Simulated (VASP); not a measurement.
# Au in VASP: relaxation of the atoms with PBEsol

Aim: the relaxation of the atoms of Au with PBEsol.

Everything below comes from runs of VASP 6.6.1. Logs are shortened: lines on timing, memory, paths and dates and some standing lists are left out, and cuts for length are marked.

## 1. The cell of the first run

The cell holds a slab with vacuum, 6 atoms: a = 2.888 Å, b = 2.888 Å, c = 26.789 Å, α = 90.00°, β = 90.00°, γ = 120.00°.

## 2. Relaxation of the atoms, PBEsol

Input file INCAR:

```
SYSTEM = Au
PREC = Accurate ; ENCUT = 520
EDIFF = 1E-7 ; ISMEAR = 0
SIGMA = 0.1 ; LREAL = .FALSE.
LASPH = .TRUE. ; NELM = 60
ALGO = Normal ; ISIF = 2
LWAVE = .FALSE. ; LCHARG = .FALSE.
LDIPOL = .TRUE. ; IDIPOL = 3
DIPOL = 0.5 0.5 0.500 ; GGA = PS
IBRION = 2 ; NSW = 80
EDIFFG = -0.02
```

Input file KPOINTS:

```
regular mesh
0
G
  12 12 1
  0 0 0
```

Input file POSCAR:

```
Au
1.0
    2.8876281861      0.0000000000      0.0000000000
   -1.4438140931      2.5007593659      0.0000000000
    0.0000000000      0.0000000000     26.7886927049
Au
6
Direct
    0.6666666667      0.3333333333      0.2799688691
    0.3333333333      0.6666666667      0.3679813214
    0.0000000000      0.0000000000      0.4559937738
    0.6666666667      0.3333333333      0.5440062262
    0.3333333333      0.6666666667      0.6320186786
    0.0000000000      0.0000000000      0.7200311309
```

Potentials or basis: VASP PAW PBE potentials, release 64 (Au).

Run with:

```bash
$ cat potpaw_PBE.64/Au/POTCAR > POTCAR
$ mpirun -np 1 vasp_std > vasp.out
```

OUTCAR:

```text
SYSTEM = Au
   PREC = Accurate
   ENCUT = 520
   EDIFF = 1E-7
   ISMEAR = 0
   LREAL = .FALSE.
   LASPH = .TRUE.
   NELM = 60
   ISIF = 2
   GGA = PS
   IBRION = 2
   NSW = 80
   EDIFFG = -0.02

 ion  position               nearest neighbor table
   1  0.667  0.333  0.280-   2 2.89   2 2.89   2 2.89
   2  0.333  0.667  0.368-   1 2.89   1 2.89   1 2.89   3 2.89   3 2.89   3 2.89
   3  0.000  0.000  0.456-   4 2.89   2 2.89   4 2.89   2 2.89   4 2.89   2 2.89
   4  0.667  0.333  0.544-   5 2.89   3 2.89   5 2.89   3 2.89   3 2.89   5 2.89
   5  0.333  0.667  0.632-   6 2.89   6 2.89   6 2.89   4 2.89   4 2.89   4 2.89
   6  0.000  0.000  0.720-   5 2.89   5 2.89   5 2.89

  LATTYP: Found a hexagonal cell.
 ALAT       =     2.8876281861
 C/A-ratio  =     9.2770574944

  Lattice vectors:

 A1 = (   2.8876281861,   0.0000000000,   0.0000000000)
 A2 = (  -1.4438140931,   2.5007593659,   0.0000000000)
 A3 = (   0.0000000000,   0.0000000000,  26.7886927049)

Analysis of symmetry for initial positions (statically):
=====================================================================
 Subroutine PRICEL returns:
 Original cell was already a primitive cell.

 Routine SETGRP: Setting up the symmetry group for a
 hexagonal supercell.

 Subroutine GETGRP returns: Found 12 space group operations
 (whereof  6 operations were pure point group operations)
 out of a pool of 24 trial point group operations.

The static configuration has the point symmetry C_3v.
 The point group associated with its full space group is D_3d.

Analysis of symmetry for dynamics (positions and initial velocities):
=====================================================================
 Subroutine PRICEL returns:
 Original cell was already a primitive cell.

 Routine SETGRP: Setting up the symmetry group for a
 hexagonal supercell.

 Subroutine GETGRP returns: Found 12 space group operations
 (whereof  6 operations were pure point group operations)
 out of a pool of 24 trial point group operations.

The dynamic configuration has the point symmetry C_3v.
 The point group associated with its full space group is D_3d.

 Subroutine INISYM returns: Found 12 space group operations
 (whereof  6 operations are pure point group operations),
 and found     1 'primitive' translations

----------------------------------------------------------------------------------------

                                     Primitive cell

  volume of cell :     193.4482

  direct lattice vectors                    reciprocal lattice vectors
     2.887628186  0.000000000  0.000000000     0.346304973  0.199939269  0.000000000
    -1.443814093  2.500759366  0.000000000     0.000000000  0.399878538  0.000000000
     0.000000000  0.000000000 26.788692705     0.000000000  0.000000000  0.037329183

  length of vectors
     2.887628186  2.887628186 26.788692705     0.399878538  0.399878538  0.037329183

  position of ions in fractional coordinates (direct lattice)
     0.666666667  0.333333333  0.279968869
     0.333333333  0.666666667  0.367981321
     0.000000000  0.000000000  0.455993774
     0.666666667  0.333333333  0.544006226
     0.333333333  0.666666667  0.632018679
     0.000000000  0.000000000  0.720031131

  ion indices of the primitive-cell ions
   primitive index   ion index
                 1           1
                 2           2
                 3           3
                 4           4
                 5           5
                 6           6

----------------------------------------------------------------------------------------

 KPOINTS: regular mesh

Automatic generation of k-mesh.
 Grid dimensions read from file:
 generate k-points for:   12   12    1

 Generating k-lattice:

  Cartesian coordinates                     Fractional coordinates (reciprocal lattice)
     0.028858748  0.016661606  0.000000000     0.083333333  0.000000000  0.000000000
     0.000000000  0.033323212  0.000000000     0.000000000  0.083333333  0.000000000
     0.000000000  0.000000000  0.037329183     0.000000000  0.000000000  1.000000000

  Length of vectors
     0.033323212  0.033323212  0.037329183

  Shift w.r.t. Gamma in fractional coordinates (k-lattice)
     0.000000000  0.000000000  0.000000000

 Subroutine IBZKPT returns following result:
 ===========================================

 Found     19 irreducible k-points:

 Following reciprocal coordinates:
            Coordinates               Weight
  0.000000  0.000000  0.000000      1.000000
  0.083333 -0.000000  0.000000      6.000000
  0.166667  0.000000  0.000000      6.000000
  0.250000  0.000000  0.000000      6.000000
  0.333333  0.000000  0.000000      6.000000
  0.416667  0.000000  0.000000      6.000000
[... 11 lines left out ...]
  0.333333  0.250000  0.000000     12.000000
  0.333333  0.333333  0.000000      2.000000
   k-points           NKPTS =     19   k-points in BZ     NKDIM =     19   number of bands    NBANDS=     39
   number of dos      NEDOS =    301   number of ions     NIONS =      6
   total plane-waves  NPLWV = 115200
   dimension x,y,z NGX =    24 NGY =   24 NGZ =  200
   dimension x,y,z NGXF=    48 NGYF=   48 NGZF=  400
   ions per type =               6
   NGX,Y,Z   is equivalent  to a cutoff of  13.82, 13.82, 12.41 a.u.
   NGXF,Y,Z  is equivalent  to a cutoff of  27.63, 27.63, 24.82 a.u.
 SYSTEM =  Au
   PREC   = accura    normal or accurate (medium, high low for compatibility)
   ISTART =      0    job   : 0-new  1-cont  2-samecut
   ICHARG =      2    charge: 1-file 2-atom 10-const
   ISPIN  =      1    spin polarized calculation?
   LNONCOLLINEAR =      F non collinear calculations
   LSORBIT =      F    spin-orbit coupling
   LASPH  =      T    aspherical Exc in radial PAW
   ENCUT  =  520.0 eV  38.22 Ry    6.18 a.u.   5.37  5.37 49.81*2*pi/ulx,y,z
   NELM   =     60;   NELMIN=  2; NELMDL= -5     # of ELM steps
   EDIFF  = 0.1E-06   stopping-criterion for ELM
   LREAL  =      F    real-space projection
   EDIFFG = -.2E-01   stopping-criterion for IOM
   NSW    =     80    number of steps for IOM
   IBRION =      2    ionic relax: 0-MD 1-quasi-New 2-CG
   NFREE  =      1    steps in history (QN), initial steepest desc. (CG)
   ISIF   =      2    stress and relaxation
   ISYM   =      2    0-nonsym 1-usesym 2-fastsym
   POTIM  = 0.5000    time-step for ionic-motion
   TEBEG  =    0.0;   TEEND  =   0.0 temperature during run
   PSTRESS=    0.0 pullay stress
   NELECT =      66.0000    total number of electrons
   NUPDOWN=      -1.0000    fix difference up-down
   EMIN   =  10.00;   EMAX   =-10.00  energy-range for DOS
   EFERMI =   0.00;   METHOD = LEGACY
   ISMEAR =     0;   SIGMA  =   0.10  broadening in eV -4-tet -1-fermi 0-gaus
   EFERMI_NEDOS =   21; number of points for ismear=-14 and -15
   IALGO  =     38    algorithm
   IMIX   =      4    mixing-type and parameters
     AMIX     =   0.40;   BMIX     =  1.00
     AMIX_MAG =   1.60;   BMIX_MAG =  1.00
  volume/ion in A,a.u.               =      32.24       217.58
  Fermi-wavevector in a.u.,A,eV,Ry     =   1.143935  2.161723 17.804402  1.308587
  Thomas-Fermi vector in A             =   2.280628
   LORBIT       =      0    0 simple, 1 ext, 2 COOP (PROOUT), +10 PAW based schemes
   GGA     = PS    functional components
   LHFCALC =     F    Hartree Fock is set to
   AEXX    =    0.0000 exact exchange contribution
   IVDW    =     0    specifies the selected vdW correction
   LEPSILON=     F    determine dielectric tensor
   LRPA    =     F    only Hartree local field effects (RPA)
 conjugate gradient relaxation of ions
 non-spin polarized calculation
 Gauss-broadening in eV      SIGMA  =   0.10
  energy-cutoff  :      520.00
  volume of cell :      193.45
 maximum number of plane-waves:      5295
 NGX is ok and might be reduce to    24
   NGX = 11   NGY = 11   NGZ = 99

--------------------------------------- Ionic step        1  -------------------------------------------

 number of electron      66.0000011 magnetization

 Free energy of the ion-electron system (eV)
  ---------------------------------------------------
  ext. energy  EPLUGINS =         0.00000000
  ---------------------------------------------------
  free energy    TOTEN  =       -22.62235671 eV

  energy without entropy =      -22.60896693  energy(sigma->0) =      -22.61566182

------------------------ aborting loop because EDIFF is reached ----------------------------------------

  FORCE on cell =-STRESS in cart. coord.  units (eV):
  Direction    XX          YY          ZZ          XY          YZ          ZX
  --------------------------------------------------------------------------------------
  -------------------------------------------------------------------------------------
  Total       -3.1227958     -3.1227958     -0.3347745      0.0000000      0.0000000      0.0000000
  in kB      -25.8636300    -25.8636300     -2.7726704      0.0000000      0.0000000      0.0000000
  external PRESSURE =     -18.1666434 kB  Pullay stress =       0.0000000 kB
[... 107 lines left out ...]
--------------------------------------- Ionic step        4  -------------------------------------------

 number of electron      66.0000008 magnetization

 dipolmoment           0.000000      0.000000     -0.000000 electrons x Angstroem

------------------------ aborting loop because EDIFF is reached ----------------------------------------

  FORCE on cell =-STRESS in cart. coord.  units (eV):
  Direction    XX          YY          ZZ          XY          YZ          ZX
  --------------------------------------------------------------------------------------
  -------------------------------------------------------------------------------------
  Total       -3.2268927     -3.2268927     -0.4015837      0.0000000      0.0000000      0.0000000
  in kB      -26.7257816    -26.7257816     -3.3259977      0.0000000      0.0000000      0.0000000
  external PRESSURE =     -18.9258536 kB  Pullay stress =       0.0000000 kB
[... 67 lines left out ...]
--------------------------------------- Ionic step        6  -------------------------------------------

 number of electron      66.0000008 magnetization

 dipolmoment           0.000000      0.000000      0.000000 electrons x Angstroem

 Free energy of the ion-electron system (eV)
  ---------------------------------------------------
  ext. energy  EPLUGINS =         0.00000000
  ---------------------------------------------------
  free energy    TOTEN  =       -22.62627827 eV

  energy without entropy =      -22.61385637  energy(sigma->0) =      -22.62006732

 E-fermi :   2.3778     XC(G=0):  -7.4219

 val. band max:        2.3583721974   @ k =   0.2500   0.1667   0.0000
 cond. band min:       2.4440481671   @ k =   0.3333   0.1667   0.0000
 fundamental gap:      0.0856759697
 Fermi energy:         2.3778456580

 k-point     1 :       0.0000    0.0000    0.0000
  band No.  band energies     occupation
      1      -7.3335      2.00000
      2      -6.6800      2.00000
      3      -5.8107      2.00000
      4      -5.1213      2.00000
      5      -4.8194      2.00000
      6      -4.7894      2.00000
[... 787 lines left out ...]
     38       7.0539      0.00000
     39       7.0934      0.00000

------------------------ aborting loop because EDIFF is reached ----------------------------------------

 vacuum level on the upper side and lower side of the slab       (xc-potential included)        -0.109        -0.109

  FORCE on cell =-STRESS in cart. coord.  units (eV):
  Direction    XX          YY          ZZ          XY          YZ          ZX
  --------------------------------------------------------------------------------------
  -------------------------------------------------------------------------------------
  Total       -3.2117619     -3.2117619     -0.3741261      0.0000000      0.0000000      0.0000000
  in kB      -26.6004651    -26.6004651     -3.0985887      0.0000000      0.0000000      0.0000000
  external PRESSURE =     -18.7665063 kB  Pullay stress =       0.0000000 kB
[... 21 lines left out ...]
  FREE ENERGIE OF THE ION-ELECTRON SYSTEM (eV)
  ---------------------------------------------------
  free  energy   TOTEN  =       -22.6262782703 eV

  energy  without entropy=      -22.6138563724  energy(sigma->0) =      -22.62006732

 reached required accuracy - stopping structural energy minimisation

 vacuum level on the upper side and lower side of the slab         7.570         7.570
```

Wall time 5.2 min (1 thread of Intel Xeon 6975P-C (Granite Rapids), shared host); peak memory 0.39 GiB.

What came out:

```yaml
Free_energy: -22.6263 eV
Energy_gained_by_relaxing: 0.7 meV/atom
Ionic_steps: 6
Largest_force_after_relaxing: 0.020 eV/Å
Band_gap_on_the_k_mesh: zero (bands 33 and 34 overlap by 4.66 eV)
```

Forces on the atoms (eV/Å):
```
Au   0.000  0.000  0.020
Au   0.000  0.000  0.010
Au   0.000  0.000 -0.002
Au   0.000  0.000  0.002
Au   0.000  0.000 -0.010
Au   0.000  0.000 -0.020
```

The path:
| step | energy change (eV) | largest force (eV/Å) | pressure (GPa) |
| --- | --- | --- | --- |
| 1 | 0.0000 | 0.1720 | -1.82 |
| 2 | -0.0025 | 0.0859 | -1.86 |
| 3 | -0.0032 | 0.0736 | -1.89 |
| 4 | -0.0037 | 0.0323 | -1.89 |
| 5 | -0.0038 | 0.0207 | -1.89 |
| 6 | -0.0039 | 0.0199 | -1.88 |

Final structure:
```yaml
crystal:
  lattice:
    - [2.88763, 0.00000, 0.00000]
    - [-1.44381, 2.50076, 0.00000]
    - [0.00000, 0.00000, 26.78869]
  atoms:
    - { symbol: Au, position: [0.66667, 0.33333, 0.27973] }
    - { symbol: Au, position: [0.33333, 0.66667, 0.36875] }
    - { symbol: Au, position: [0.00000, 0.00000, 0.45621] }
    - { symbol: Au, position: [0.66667, 0.33333, 0.54379] }
    - { symbol: Au, position: [0.33333, 0.66667, 0.63125] }
    - { symbol: Au, position: [0.00000, 0.00000, 0.72027] }
```

Caveat: the PAW data sets were made with another functional, which shifts forces and pressure a little; spin-orbit coupling is left out, which moves the levels of the heavy elements.

The gap in the log of VASP goes by the Fermi energy; the results here count the filled bands.